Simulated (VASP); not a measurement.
# LiTlTe2 (P-4m2) in VASP: single point with PBE

Aim: the single point of LiTlTe2 with PBE.

All numbers are computed with VASP 6.6.1; they aren't measurements. Logs are shortened: lines on timing, memory, paths and dates and some standing lists are left out, and cuts for length are marked.

**1. The cell of the first run**

Symmetry: P-4m2, No. 115, tetragonal system. The conventional cell has a = 4.598 Å, b = 4.598 Å, c = 6.473 Å, α = 90.00°, β = 90.00°, γ = 90.00°. Li (site symmetry -4m2) has 4 Te at 2.74 Å within 3.6 Å. Te (site symmetry 2mm) has 2 Li at 2.74 Å and 2 Tl at 2.88 Å within 3.6 Å. Within 3.8 Å of Tl (site symmetry -4m2) lie 4 Te at 2.88 Å.

**2. Single point, PBE**

Input file INCAR:

```
SYSTEM = LiTlTe2
PREC = Accurate ; ENCUT = 520
EDIFF = 1E-7 ; ISMEAR = 0
SIGMA = 0.01 ; LREAL = .False.
LASPH = .True. ; NELM = 60
ALGO = Normal ; ISIF = 2
LWAVE = .False. ; LCHARG = .False.
GGA = PE ; NBANDS = 22
```

Input file KPOINTS:

```
Automatic mesh
0
Gamma
  4 4 2
  0 0 0
```

Input file POSCAR:

```
LiTlTe2
1.0
    4.5980008036      0.0000000000      0.0000000000
    0.0000000000      4.5980008036      0.0000000000
    0.0000000000      0.0000000000      6.4734598086
Li Te Tl
1 2 1
Direct
    0.0000000000      0.0000000000      0.0000000000
    0.0000000000      0.5000000000      0.2309160995
    0.5000000000      0.0000000000      0.7690839005
    0.5000000000      0.5000000000      0.5000000000
```

Potentials or basis: VASP PAW PBE potentials, release 64 (Li_sv, Te, Tl_d).

Launch:

```
cat potpaw_PBE.64/Li_sv/POTCAR potpaw_PBE.64/Te/POTCAR potpaw_PBE.64/Tl_d/POTCAR > POTCAR
mpirun -np 1 vasp_std > vasp.out
```

OUTCAR:

```text
SYSTEM = LiTlTe2
   PREC = Accurate
   ENCUT = 520
   EDIFF = 1E-7
   ISMEAR = 0
   LREAL = .False.
   LASPH = .True.
   NELM = 60
   ISIF = 2
   GGA = PE

 ion  position               nearest neighbor table
   1  0.000  0.000  0.000-   2 2.74   3 2.74   2 2.74   3 2.74
   2  0.000  0.500  0.231-   1 2.74   1 2.74   4 2.88   4 2.88
   3  0.500  0.000  0.769-   1 2.74   1 2.74   4 2.88   4 2.88
   4  0.500  0.500  0.500-   2 2.88   3 2.88   3 2.88   2 2.88

  LATTYP: Found a simple tetragonal cell.
 ALAT       =     4.5980008036
 C/A-ratio  =     1.4078857497

  Lattice vectors:

 A1 = (   4.5980008036,   0.0000000000,   0.0000000000)
 A2 = (   0.0000000000,   4.5980008036,   0.0000000000)
 A3 = (   0.0000000000,   0.0000000000,   6.4734598086)

Analysis of symmetry for initial positions (statically):
=====================================================================
 Subroutine PRICEL returns:
 Original cell was already a primitive cell.

 Routine SETGRP: Setting up the symmetry group for a
 simple tetragonal supercell.

 Subroutine GETGRP returns: Found  8 space group operations
 (whereof  8 operations were pure point group operations)
 out of a pool of 16 trial point group operations.

The static configuration has the point symmetry D_2d.

Analysis of symmetry for dynamics (positions and initial velocities):
=====================================================================
 Subroutine PRICEL returns:
 Original cell was already a primitive cell.

 Routine SETGRP: Setting up the symmetry group for a
 simple tetragonal supercell.

 Subroutine GETGRP returns: Found  8 space group operations
 (whereof  8 operations were pure point group operations)
 out of a pool of 16 trial point group operations.

The dynamic configuration has the point symmetry D_2d.

 Subroutine INISYM returns: Found  8 space group operations
 (whereof  8 operations are pure point group operations),
 and found     1 'primitive' translations

----------------------------------------------------------------------------------------

                                     Primitive cell

  volume of cell :     136.8594

  direct lattice vectors                    reciprocal lattice vectors
     4.598000804  0.000000000  0.000000000     0.217485825  0.000000000  0.000000000
     0.000000000  4.598000804  0.000000000     0.000000000  0.217485825  0.000000000
     0.000000000  0.000000000  6.473459809     0.000000000  0.000000000  0.154476899

  length of vectors
     4.598000804  4.598000804  6.473459809     0.217485825  0.217485825  0.154476899

  position of ions in fractional coordinates (direct lattice)
     0.000000000  0.000000000  0.000000000
     0.000000000  0.500000000  0.230916099
     0.500000000  0.000000000  0.769083900
     0.500000000  0.500000000  0.500000000

  ion indices of the primitive-cell ions
   primitive index   ion index
                 1           1
                 2           2
                 3           3
                 4           4

----------------------------------------------------------------------------------------

 KPOINTS: Automatic mesh

Automatic generation of k-mesh.
 Grid dimensions read from file:
 generate k-points for:    4    4    2

 Generating k-lattice:

  Cartesian coordinates                     Fractional coordinates (reciprocal lattice)
     0.054371456  0.000000000  0.000000000     0.250000000  0.000000000  0.000000000
     0.000000000  0.054371456  0.000000000     0.000000000  0.250000000  0.000000000
     0.000000000  0.000000000  0.077238450     0.000000000  0.000000000  0.500000000

  Length of vectors
     0.054371456  0.054371456  0.077238450

  Shift w.r.t. Gamma in fractional coordinates (k-lattice)
     0.000000000  0.000000000  0.000000000

 Subroutine IBZKPT returns following result:
 ===========================================

 Found     12 irreducible k-points:

 Following reciprocal coordinates:
            Coordinates               Weight
  0.000000  0.000000  0.000000      1.000000
  0.250000  0.000000  0.000000      4.000000
  0.500000  0.000000  0.000000      2.000000
  0.250000  0.250000  0.000000      4.000000
  0.500000  0.250000  0.000000      4.000000
  0.500000  0.500000  0.000000      1.000000
  0.000000  0.000000  0.500000      1.000000
  0.250000  0.000000  0.500000      4.000000
  0.500000  0.000000  0.500000      2.000000
  0.250000  0.250000  0.500000      4.000000
  0.500000  0.250000  0.500000      4.000000
  0.500000  0.500000  0.500000      1.000000
   k-points           NKPTS =     12   k-points in BZ     NKDIM =     12   number of bands    NBANDS=     22
   number of dos      NEDOS =    301   number of ions     NIONS =      4
   total plane-waves  NPLWV =  62208
   dimension x,y,z NGX =    36 NGY =   36 NGZ =   48
   dimension x,y,z NGXF=    72 NGYF=   72 NGZF=   96
   ions per type =               1   2   1
   NGX,Y,Z   is equivalent  to a cutoff of  13.02, 13.02, 12.33 a.u.
   NGXF,Y,Z  is equivalent  to a cutoff of  26.03, 26.03, 24.65 a.u.
 SYSTEM =  LiTlTe2
   PREC   = accura    normal or accurate (medium, high low for compatibility)
   ISTART =      0    job   : 0-new  1-cont  2-samecut
   ICHARG =      2    charge: 1-file 2-atom 10-const
   ISPIN  =      1    spin polarized calculation?
   LNONCOLLINEAR =      F non collinear calculations
   LSORBIT =      F    spin-orbit coupling
   LASPH  =      T    aspherical Exc in radial PAW
   ENCUT  =  520.0 eV  38.22 Ry    6.18 a.u.   8.55  8.55 12.04*2*pi/ulx,y,z
   NELM   =     60;   NELMIN=  2; NELMDL= -5     # of ELM steps
   EDIFF  = 0.1E-06   stopping-criterion for ELM
   LREAL  =      F    real-space projection
   EDIFFG = 0.1E-05   stopping-criterion for IOM
   NSW    =      0    number of steps for IOM
   IBRION =     -1    ionic relax: 0-MD 1-quasi-New 2-CG
   NFREE  =      0    steps in history (QN), initial steepest desc. (CG)
   ISIF   =      2    stress and relaxation
   ISYM   =      2    0-nonsym 1-usesym 2-fastsym
   POTIM  = 0.5000    time-step for ionic-motion
   TEBEG  =    0.0;   TEEND  =   0.0 temperature during run
   PSTRESS=    0.0 pullay stress
   NELECT =      28.0000    total number of electrons
   NUPDOWN=      -1.0000    fix difference up-down
   EMIN   =  10.00;   EMAX   =-10.00  energy-range for DOS
   EFERMI =   0.00;   METHOD = LEGACY
   ISMEAR =     0;   SIGMA  =   0.01  broadening in eV -4-tet -1-fermi 0-gaus
   EFERMI_NEDOS =   21; number of points for ismear=-14 and -15
   IALGO  =     38    algorithm
   IMIX   =      4    mixing-type and parameters
     AMIX     =   0.40;   BMIX     =  1.00
     AMIX_MAG =   1.60;   BMIX_MAG =  1.00
  volume/ion in A,a.u.               =      34.21       230.89
  Fermi-wavevector in a.u.,A,eV,Ry     =   0.964649  1.822922 12.660871  0.930548
  Thomas-Fermi vector in A             =   2.094298
   LORBIT       =      0    0 simple, 1 ext, 2 COOP (PROOUT), +10 PAW based schemes
   GGA     = PE    functional components
   LHFCALC =     F    Hartree Fock is set to
   AEXX    =    0.0000 exact exchange contribution
   IVDW    =     0    specifies the selected vdW correction
   LEPSILON=     F    determine dielectric tensor
   LRPA    =     F    only Hartree local field effects (RPA)
 non-spin polarized calculation
 Gauss-broadening in eV      SIGMA  =   0.01
  energy-cutoff  :      520.00
  volume of cell :      136.86
 maximum number of plane-waves:      3700
 NGX is ok and might be reduce to    36
   NGX = 17   NGY = 17   NGZ = 25

 number of electron      28.0000006 magnetization

 Free energy of the ion-electron system (eV)
  ---------------------------------------------------
  ext. energy  EPLUGINS =         0.00000000
  ---------------------------------------------------
  free energy    TOTEN  =       -12.13224481 eV

  energy without entropy =      -12.13224481  energy(sigma->0) =      -12.13224481

 E-fermi :   2.8814     XC(G=0):  -8.0171

 val. band max:        2.7912608864   @ k =   0.0000   0.0000   0.0000
 cond. band min:       2.9411268599   @ k =   0.0000   0.0000   0.0000
 fundamental gap:      0.1498659735
 Fermi energy:         2.8814174149

 k-point     1 :       0.0000    0.0000    0.0000
  band No.  band energies     occupation
      1     -42.4188      2.00000
      2      -8.6587      2.00000
      3      -8.3241      2.00000
      4      -8.3241      2.00000
      5      -8.2592      2.00000
      6      -8.1720      2.00000
[... 14 lines left out ...]
     21      10.3450      0.00000
     22      11.9496      0.00000

 k-point     2 :       0.2500    0.0000    0.0000
  band No.  band energies     occupation
      1     -42.4188      2.00000
      2      -8.6634      2.00000
      3      -8.5029      2.00000
      4      -8.3221      2.00000
      5      -8.2375      2.00000
      6      -8.1812      2.00000
[... 14 lines left out ...]
     21      10.4578      0.00000
     22      10.5382      0.00000

 k-point     3 :       0.5000    0.0000    0.0000
  band No.  band energies     occupation
      1     -42.4188      2.00000
      2      -8.6915      2.00000
      3      -8.5449      2.00000
      4      -8.3201      2.00000
      5      -8.2305      2.00000
      6      -8.1903      2.00000
[... 14 lines left out ...]
     21       9.4092      0.00000
     22      10.0017      0.00000
[... 176 lines left out ...]
 k-point    11 :       0.5000    0.2500    0.5000
  band No.  band energies     occupation
      1     -42.4188      2.00000
      2      -8.6875      2.00000
      3      -8.6156      2.00000
      4      -8.2833      2.00000
      5      -8.2186      2.00000
      6      -8.2017      2.00000
[... 14 lines left out ...]
     21       9.8344      0.00000
     22      10.6291      0.00000

 k-point    12 :       0.5000    0.5000    0.5000
  band No.  band energies     occupation
      1     -42.4187      2.00000
      2      -8.6754      2.00000
      3      -8.6754      2.00000
      4      -8.2466      2.00000
      5      -8.2131      2.00000
      6      -8.2130      2.00000
[... 14 lines left out ...]
     21       9.4451      0.00000
     22      10.2027      0.00000

------------------------ aborting loop because EDIFF is reached ----------------------------------------

  FORCE on cell =-STRESS in cart. coord.  units (eV):
  Direction    XX          YY          ZZ          XY          YZ          ZX
  --------------------------------------------------------------------------------------
  -------------------------------------------------------------------------------------
  Total        0.8155975      0.8155975      0.6616252      0.0000000      0.0000000      0.0000000
  in kB        9.5479894      9.5479894      7.7454750      0.0000000      0.0000000      0.0000000
  external PRESSURE =       8.9471513 kB  Pullay stress =       0.0000000 kB

 VOLUME and BASIS-vectors are now :
 -----------------------------------------------------------------------------
  energy-cutoff  :      520.00
  volume of cell :      136.86
      direct lattice vectors                 reciprocal lattice vectors
     4.598000804  0.000000000  0.000000000     0.217485825  0.000000000  0.000000000
     0.000000000  4.598000804  0.000000000     0.000000000  0.217485825  0.000000000
     0.000000000  0.000000000  6.473459809     0.000000000  0.000000000  0.154476899

 POSITION                                       TOTAL-FORCE (eV/Angst)
 -----------------------------------------------------------------------------------
      0.00000      0.00000      0.00000         0.000000      0.000000      0.000000
      0.00000      2.29900      1.49483        -0.000000      0.000000     -0.171741
      2.29900      0.00000      4.97863        -0.000000      0.000000      0.171741
      2.29900      2.29900      3.23673        -0.000000     -0.000000      0.000000
 -----------------------------------------------------------------------------------
    total drift:                                0.000000      0.000000      0.000000

  FREE ENERGIE OF THE ION-ELECTRON SYSTEM (eV)
  ---------------------------------------------------
  free  energy   TOTEN  =       -12.1322448141 eV

  energy  without entropy=      -12.1322448141  energy(sigma->0) =      -12.13224481
```

Run time: 61 s. Hardware: 1 thread of AMD EPYC 7R43 (Zen 3), shared host; peak memory 0.21 GiB.

Results:

- Free energy: -12.1322 eV
- Largest force: 0.172 eV/Å
- Band gap on the k mesh: 0.15 eV, direct

Forces on the atoms (eV/Å):
```
Li   0.000  0.000  0.000
Te   0.000  0.000 -0.172
Te   0.000  0.000  0.172
Tl   0.000  0.000  0.000
```

Caveat: the k points lie up to 0.49 Å⁻¹ apart; the cutoff is under 1.25 times the usual one of these potentials, so pressure, stress and relaxed cells hold a basis-set (Pulay) error; spin-orbit coupling is left out, which moves the levels of the heavy elements. A k mesh can miss the band edges.
